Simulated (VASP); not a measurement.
Crystal: MoSe2.

```
Mo Se
1.0
     3.67569    0.00000    0.00000
    -1.83784    3.18324    0.00000
     0.00000    0.00000   13.11772
Mo Se
2 4
Direct
  0.33333 0.66667 0.25000
  0.66667 0.33333 0.75000
  0.66667 0.33333 0.38679
  0.66667 0.33333 0.11321
  0.33333 0.66667 0.88679
  0.33333 0.66667 0.61321
```

| Item | Value |
| --- | --- |
| Program | VASP 6.6.1 |
| Task | relaxation of cell and atoms |
| Functional | PBE |
| Dispersion | D3(BJ) |
| Potentials or basis | VASP PAW PBE potentials, release 64 (Mo_sv, Se) |
| Cutoff | 500 eV |
| k mesh | 12 × 12 × 2 |
| Occupations | fermi-dirac, width 0.02 eV |
| Spin | no spin polarisation |

At the start: pressure -20.4 GPa; volume 25.58 Å³/atom.

Where does the relaxation end?

Over 17 steps the energy falls by 486.3 meV/atom and the volume is 19.76 Å³/atom (-22.7 %); space group P6_3/mmc (No. 194, to 0.1 Å) before and after.

The path:
```
step  energy change (eV)  largest force (eV/Å)  pressure (GPa)  volume (Å³)
   1              0.0000                2.5238          -20.39       153.49
   2              2.8989                8.2532           70.94        91.93
   3             -2.6707                0.0144           -3.99       122.30
   4             -2.7049                0.3077           -1.80       120.34
   5             -2.7099                0.4738           -0.54       119.30
   6             -2.9050                0.0482            0.49       116.12
   7             -2.9057                0.0805            0.59       115.90
   8             -2.9085                0.1833           -0.45       116.99
   9             -2.9085                0.1782           -0.40       116.93
  10             -2.9109                0.1473           -0.34       117.15
  11             -2.9151                0.0739           -0.19       117.67
  12             -2.9169                0.0722            0.15       118.71
  13             -2.9172                0.0335            0.05       118.43
  14             -2.9177                0.0021           -0.11       118.65
  15             -2.9178                0.0093           -0.15       118.69
  16             -2.9178                0.0112            0.07       118.53
  17             -2.9178                0.0047            0.00       118.58
```

Final structure:
```
Mo Se
1.0
     3.27865    0.00000    0.00000
    -1.63933    2.83940    0.00000
     0.00000    0.00000   12.73777
Mo Se
2 4
Cartesian
  0.0000 1.8929 3.1844
  1.6393 0.9465 9.5533
  1.6393 0.9465 4.8599
  1.6393 0.9465 1.5090
  0.0000 1.8929 11.2287
  0.0000 1.8929 7.8779
```

Caveat: the volume moved by over 15 % at a fixed basis, so the end points are rough.
